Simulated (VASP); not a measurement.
# Ir (Fm-3m) in VASP: further runs, part 2 of 2

VASP 6.6.1. Earlier steps stand in the parts before.

## 3. Single point, PBEsol

This run uses another cell than the first one, of 14.05 Å³/atom, 0.909 times its volume.

INCAR

```
SYSTEM = Ir
ALGO = Normal ; EDIFF = 1E-6
ENCUT = 500 ; GGA = PS
GGA_COMPAT = .False. ; ISIF = 2
ISMEAR = 0 ; LASPH = .True.
LCHARG = .False. ; LREAL = .False.
LWAVE = .False. ; NBANDS = 14
NELM = 120 ; PREC = Accurate
SIGMA = 0.1
```

KPOINTS

```
k-points
0
Gamma
  18 18 18
  0 0 0
```

POSCAR

```
Ir
1.0
    0.0000000000      1.9151294299      1.9151294299
    1.9151294299      0.0000000000      1.9151294299
    1.9151294299      1.9151294299      0.0000000000
Ir
1
Direct
    0.0000000000      0.0000000000      0.0000000000
```

Potentials or basis: VASP PAW PBE potentials, release 64 (Ir_sv_GW).

Command:

```bash
cat potpaw_PBE.64/Ir_sv_GW/POTCAR > POTCAR
mpirun -np 1 vasp_std > vasp.out
```

OUTCAR:

```text
SYSTEM = Ir
   EDIFF = 1E-6
   ENCUT = 500
   GGA = PS
   ISIF = 2
   ISMEAR = 0
   LASPH = .True.
   LREAL = .False.
   NELM = 120
   PREC = Accurate

 ion  position               nearest neighbor table
   1  0.000  0.000  0.000-

  LATTYP: Found a face centered cubic cell.
 ALAT       =     3.8302588598

  Lattice vectors:

 A1 = (   0.0000000000,   1.9151294299,   1.9151294299)
 A2 = (   1.9151294299,   0.0000000000,   1.9151294299)
 A3 = (   1.9151294299,   1.9151294299,   0.0000000000)

Analysis of symmetry for initial positions (statically):
=====================================================================
 Subroutine PRICEL returns:
 Original cell was already a primitive cell.

 Routine SETGRP: Setting up the symmetry group for a
 face centered cubic supercell.

 Subroutine GETGRP returns: Found 48 space group operations
 (whereof 48 operations were pure point group operations)
 out of a pool of 48 trial point group operations.

The static configuration has the point symmetry O_h .

Analysis of symmetry for dynamics (positions and initial velocities):
=====================================================================
 Subroutine PRICEL returns:
 Original cell was already a primitive cell.

 Routine SETGRP: Setting up the symmetry group for a
 face centered cubic supercell.

 Subroutine GETGRP returns: Found 48 space group operations
 (whereof 48 operations were pure point group operations)
 out of a pool of 48 trial point group operations.

The dynamic configuration has the point symmetry O_h .

 Subroutine INISYM returns: Found 48 space group operations
 (whereof 48 operations are pure point group operations),
 and found     1 'primitive' translations

----------------------------------------------------------------------------------------

                                     Primitive cell

  volume of cell :      14.0483

  direct lattice vectors                    reciprocal lattice vectors
     0.000000000  1.915129430  1.915129430    -0.261078960  0.261078960  0.261078960
     1.915129430  0.000000000  1.915129430     0.261078960 -0.261078960  0.261078960
     1.915129430  1.915129430  0.000000000     0.261078960  0.261078960 -0.261078960

  length of vectors
     2.708402013  2.708402013  2.708402013     0.452202024  0.452202024  0.452202024

  position of ions in fractional coordinates (direct lattice)
     0.000000000  0.000000000  0.000000000

  ion indices of the primitive-cell ions
   primitive index   ion index
                 1           1

----------------------------------------------------------------------------------------

 KPOINTS: k-points

Automatic generation of k-mesh.
 Grid dimensions read from file:
 generate k-points for:   18   18   18

 Generating k-lattice:

  Cartesian coordinates                     Fractional coordinates (reciprocal lattice)
    -0.014504387  0.014504387  0.014504387     0.055555556  0.000000000  0.000000000
     0.014504387 -0.014504387  0.014504387     0.000000000  0.055555556  0.000000000
     0.014504387  0.014504387 -0.014504387     0.000000000  0.000000000  0.055555556

  Length of vectors
     0.025122335  0.025122335  0.025122335

  Shift w.r.t. Gamma in fractional coordinates (k-lattice)
     0.000000000  0.000000000  0.000000000

 Subroutine IBZKPT returns following result:
 ===========================================

 Found    195 irreducible k-points:

 Following reciprocal coordinates:
            Coordinates               Weight
  0.000000  0.000000  0.000000      1.000000
  0.055556  0.000000  0.000000      8.000000
  0.111111  0.000000  0.000000      8.000000
  0.166667  0.000000  0.000000      8.000000
  0.222222  0.000000  0.000000      8.000000
  0.277778  0.000000  0.000000      8.000000
[... 16 lines left out ...]
 -0.277778  0.055556  0.000000     24.000000
 -0.222222  0.055556  0.000000     24.000000
 [... further k-points ...]
   k-points           NKPTS =    195   k-points in BZ     NKDIM =    195   number of bands    NBANDS=     14
   number of dos      NEDOS =    301   number of ions     NIONS =      1
   total plane-waves  NPLWV =   8000
   dimension x,y,z NGX =    20 NGY =   20 NGZ =   20
   dimension x,y,z NGXF=    40 NGYF=   40 NGZF=   40
   ions per type =               1
   NGX,Y,Z   is equivalent  to a cutoff of  12.28, 12.28, 12.28 a.u.
   NGXF,Y,Z  is equivalent  to a cutoff of  24.55, 24.55, 24.55 a.u.
 SYSTEM =  Ir
   PREC   = accura    normal or accurate (medium, high low for compatibility)
   ISTART =      0    job   : 0-new  1-cont  2-samecut
   ICHARG =      2    charge: 1-file 2-atom 10-const
   ISPIN  =      1    spin polarized calculation?
   LNONCOLLINEAR =      F non collinear calculations
   LSORBIT =      F    spin-orbit coupling
   LASPH  =      T    aspherical Exc in radial PAW
   ENCUT  =  500.0 eV  36.75 Ry    6.06 a.u.   4.94  4.94  4.94*2*pi/ulx,y,z
   NELM   =    120;   NELMIN=  2; NELMDL= -5     # of ELM steps
   EDIFF  = 0.1E-05   stopping-criterion for ELM
   LREAL  =      F    real-space projection
   EDIFFG = 0.1E-04   stopping-criterion for IOM
   NSW    =      0    number of steps for IOM
   IBRION =     -1    ionic relax: 0-MD 1-quasi-New 2-CG
   NFREE  =      0    steps in history (QN), initial steepest desc. (CG)
   ISIF   =      2    stress and relaxation
   ISYM   =      2    0-nonsym 1-usesym 2-fastsym
   POTIM  = 0.5000    time-step for ionic-motion
   TEBEG  =    0.0;   TEEND  =   0.0 temperature during run
   PSTRESS=    0.0 pullay stress
   NELECT =      17.0000    total number of electrons
   NUPDOWN=      -1.0000    fix difference up-down
   EMIN   =  10.00;   EMAX   =-10.00  energy-range for DOS
   EFERMI =   0.00;   METHOD = LEGACY
   ISMEAR =     0;   SIGMA  =   0.10  broadening in eV -4-tet -1-fermi 0-gaus
   EFERMI_NEDOS =   21; number of points for ismear=-14 and -15
   IALGO  =     38    algorithm
   IMIX   =      4    mixing-type and parameters
     AMIX     =   0.40;   BMIX     =  1.00
     AMIX_MAG =   1.60;   BMIX_MAG =  1.00
  volume/ion in A,a.u.               =      14.05        94.80
  Fermi-wavevector in a.u.,A,eV,Ry     =   1.744548  3.296718 41.408637  3.043449
  Thomas-Fermi vector in A             =   2.816407
   LORBIT       =      0    0 simple, 1 ext, 2 COOP (PROOUT), +10 PAW based schemes
   GGA     = PS    functional components
   LHFCALC =     F    Hartree Fock is set to
   AEXX    =    0.0000 exact exchange contribution
   IVDW    =     0    specifies the selected vdW correction
   LEPSILON=     F    determine dielectric tensor
   LRPA    =     F    only Hartree local field effects (RPA)
 non-spin polarized calculation
 Gauss-broadening in eV      SIGMA  =   0.10
  energy-cutoff  :      500.00
  volume of cell :       14.05
 maximum number of plane-waves:       369
   NGX =  9   NGY =  9   NGZ =  9

 number of electron      17.0000000 magnetization

 Free energy of the ion-electron system (eV)
  ---------------------------------------------------
  ext. energy  EPLUGINS =         0.00000000
  ---------------------------------------------------
  free energy    TOTEN  =       -10.39863914 eV

  energy without entropy =      -10.39365389  energy(sigma->0) =      -10.39614651

 E-fermi :  12.9114     XC(G=0): -14.7510

 val. band max:       12.9045181904   @ k =   0.5000   0.2222   0.1111
 cond. band min:      12.9221631311   @ k =   0.3333   0.1111   0.0556
 fundamental gap:      0.0176449406
 Fermi energy:        12.9114497196

 k-point     1 :       0.0000    0.0000    0.0000
  band No.  band energies     occupation
      1     -80.1432      2.00000
      2     -36.5432      2.00000
      3     -36.5432      2.00000
      4     -36.5432      2.00000
      5       1.6305      2.00000
      6       8.9367      2.00000
      7       8.9367      2.00000
      8       8.9367      2.00000
      9      11.6799      2.00000
     10      11.6799      2.00000
     11      26.4402      0.00000
     12      31.9844      0.00000
     13      31.9844      0.00000
     14      31.9844      0.00000
[... 375 lines left out ...]
 k-point    24 :      -0.2222    0.0556    0.0000
  band No.  band energies     occupation
      1     -80.1109      2.00000
      2     -36.9360      2.00000
      3     -36.6245      2.00000
      4     -36.5898      2.00000
      5       3.8674      2.00000
      6       8.2535      2.00000
      7       9.3979      2.00000
      8       9.4904      2.00000
      9      11.3703      2.00000
     10      12.2462      2.00000
     11      26.6985      0.00000
     12      29.3544      0.00000
     13      34.5357      0.00000
     14      35.7186      0.00000

 [... further k-points ...]
[... 5 lines left out ...]
  --------------------------------------------------------------------------------------
  -------------------------------------------------------------------------------------
  Total       -0.2879597     -0.2879597     -0.2879597      0.0000000     -0.0000000     -0.0000000
  in kB      -32.8411116    -32.8411116    -32.8411116      0.0000000     -0.0000000     -0.0000000
  external PRESSURE =     -32.8411116 kB  Pullay stress =       0.0000000 kB

 VOLUME and BASIS-vectors are now :
 -----------------------------------------------------------------------------
  energy-cutoff  :      500.00
  volume of cell :       14.05
      direct lattice vectors                 reciprocal lattice vectors
     0.000000000  1.915129430  1.915129430    -0.261078960  0.261078960  0.261078960
     1.915129430  0.000000000  1.915129430     0.261078960 -0.261078960  0.261078960
     1.915129430  1.915129430  0.000000000     0.261078960  0.261078960 -0.261078960

 POSITION                                       TOTAL-FORCE (eV/Angst)
 -----------------------------------------------------------------------------------
      0.00000      0.00000      0.00000         0.000000      0.000000      0.000000
 -----------------------------------------------------------------------------------
    total drift:                               -0.000000     -0.000000     -0.000000

  FREE ENERGIE OF THE ION-ELECTRON SYSTEM (eV)
  ---------------------------------------------------
  free  energy   TOTEN  =       -10.3986391409 eV

  energy  without entropy=      -10.3936538878  energy(sigma->0) =      -10.39614651
```

stdout:

```text
POSCAR found type information on POSCAR Ir
 POSCAR found :  1 types and       1 ions
 scaLAPACK will be used
 -----------------------------------------------------------------------------
|                                                                             |
|                                                                             |
|     You enforced a specific xc type in the INCAR file but a different       |
|     I HOPE YOU KNOW WHAT YOU ARE DOING!                                     |
|                                                                             |
 -----------------------------------------------------------------------------

 LDA part: xc-table for (Slater+PW92), standard interpolation
 POSCAR, INCAR and KPOINTS ok, starting setup
 FFT: planning ... GRIDC
 FFT: planning ... GRID_SOFT
 FFT: planning ... GRID
 WAVECAR not read
 entering main loop
```

Wall time 26 s (1 thread of AMD EPYC 7R13 (Zen 3), shared host); peak memory 0.13 GiB.

Results:

```yaml
Free_energy: -10.3986 eV
Pressure: -3.3 GPa
```

Caveat: the PAW data sets were made with another functional, which shifts forces and pressure a little; spin-orbit coupling is left out, which moves the levels of the heavy elements.

## 4. Single point, PBEsol (volume scaled by 0.97)

INCAR

```
ALGO = Normal
EDIFF = 1E-6
ENCUT = 500
GGA = PS
GGA_COMPAT = False
ISIF = 2
ISMEAR = 0
LASPH = True
LCHARG = False
LREAL = False
LWAVE = False
NBANDS = 14
NELM = 120
PREC = Accurate
SIGMA = 0.1
```

KPOINTS

```
k-points
0
Gamma
  18 18 18
```

POSCAR

```
Ir
1.0
    0.0000000000      1.8957833655      1.8957833655
    1.8957833655      0.0000000000      1.8957833655
    1.8957833655      1.8957833655      0.0000000000
Ir
1
Direct
    0.0000000000      0.0000000000      0.0000000000
```

Command:

```bash
cat potpaw_PBE.64/Ir_sv_GW/POTCAR > POTCAR
mpirun -np 1 vasp_std > vasp.out
```

Run time: 17 s. Hardware: 1 thread of AMD EPYC 9R45 (Zen 5), shared host; peak memory 0.13 GiB.

The run converged. Its results:

* Free energy: -10.3828 eV
* Pressure: 9.3 GPa

Levels at points of the mesh, in eV from the Fermi level:
| k point | band 6 | band 7 | band 8 | band 9 | band 10 | band 11 |
| --- | --- | --- | --- | --- | --- | --- |
| (0.00, 0.00, 0.00) | -4.16 | -4.16 | -4.16 | -1.29 | -1.29 | 13.43 |
| (0.50, 0.00, 0.00) | -4.28 | -4.28 | -0.93 | 0.94 | 0.94 | 7.61 |
| (0.50, 0.50, 0.00) | -7.82 | 0.92 | 1.56 | 1.56 | 1.61 | 10.99 |

Caveat: the cell differs from its parent crystal (volume scaled by 0.97); the PAW data sets were made with another functional, which shifts forces and pressure a little; spin-orbit coupling is left out, which moves the levels of the heavy elements.

## 5. Single point, PBEsol

This run uses another cell than the first one, of 14.06 Å³/atom, 0.910 times its volume.

INCAR

```
  ALGO = Normal
  EDIFF = 1E-6
  ENCUT = 500
  GGA = PS
  GGA_COMPAT = False
  ISIF = 2
  ISMEAR = 0
  LASPH = True
  LCHARG = True
  LELF = True
  LREAL = False
  LVHAR = True
  LWAVE = False
  NBANDS = 10
  NELM = 120
  PREC = Accurate
  SIGMA = 0.1
```

KPOINTS is that of step 4.

POSCAR

```
Ir
1.0
    0.0000000000      1.9156000000      1.9156000000
    1.9156000000      0.0000000000      1.9156000000
    1.9156000000      1.9156000000      0.0000000000
Ir
1
Direct
    0.0000000000      0.0000000000      0.0000000000
```

Potentials or basis: VASP PAW PBE potentials, release 64 (Ir).

Command:

```bash
cat potpaw_PBE.64/Ir/POTCAR > POTCAR
mpirun -np 1 vasp_std > vasp.out
```

Run time: 11 s. Hardware: 1 thread of Intel Xeon Platinum 8559C (Emerald Rapids), shared host; peak memory 0.14 GiB.

It converged, with:

```yaml
Free_energy: -9.8233 eV
Pressure: 0.7 GPa
```

Levels at points of the mesh, in eV from the Fermi level:
```
           k point  band 2  band 3  band 4  band 5  band 6  band 7
(0.00, 0.00, 0.00)   -3.98   -3.98   -3.98   -1.24   -1.24   14.27
(0.50, 0.00, 0.00)   -4.08   -4.08   -0.87    0.88    0.88    7.25
(0.50, 0.50, 0.00)   -7.47    0.86    1.46    1.46    1.61   10.51
```

Caveat: the PAW data sets were made with another functional, which shifts forces and pressure a little; spin-orbit coupling is left out, which moves the levels of the heavy elements.

## 6. Overview

```csv
potentials or basis,cell,cutoff (eV),second run,gap on the mesh (eV),pressure (GPa)
"VASP PAW PBE potentials, release 64 (Ir)","a = 2.796 Å, angles 60.0°, 1 atom",520,-,none,-28.5
"VASP PAW PBE potentials, release 64 (Ir_sv_GW)","a = 2.708 Å, angles 60.0°, 1 atom",500,valence_matched,none,-3.3
"VASP PAW PBE potentials, release 64 (Ir_sv_GW)","a = 2.681 Å, angles 60.0°, 1 atom",500,valence_matched,none,9.3
"VASP PAW PBE potentials, release 64 (Ir)","a = 2.709 Å, angles 60.0°, 1 atom",500,-,none,0.7
```

Alike in all rows: task single point; level PBEsol; no spin polarisation; k mesh 18 × 18 × 18; smearing gaussian 0.1 eV.

Caveats: the PAW data sets were made with another functional, which shifts forces and pressure a little; spin-orbit coupling is left out, which moves the levels of the heavy elements.

Total energies depend on the potentials used, so only differences within one code and one set of settings carry meaning.
